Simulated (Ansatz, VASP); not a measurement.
# Two plane-wave programs on Pb

```
Pb
1.0
    -1.99882    1.99882    1.99882
     1.99882   -1.99882    1.99882
     1.99882    1.99882   -1.99882
Pb
1
Cartesian
  0.0000 0.0000 0.0000
```

Alike in both runs: task single point; functional PBE; k mesh 8 × 8 × 8; occupations gaussian, width 0.05 eV; no spin polarisation.

```csv
,VASP,Ansatz
version,VASP 6.6.1,Ansatz 0.2.0
potentials or method,"VASP PAW PBE potentials, release 64 (Pb_d), cutoff 500 eV","scalar-relativistic, plane waves, PAW"
valence electrons in the cell,14,14
```

```csv
,VASP,Ansatz,Ansatz less VASP
gap on the k mesh at the Fermi level (eV),none,none,-
pressure (GPa),-0.1,0.0,+0.07
```

A gap of «none» marks a metal or a gap that the smearing closes. With one functional, cell and mesh, what is left measures potentials, basis and numerics.

Neither program's run includes spin-orbit coupling.
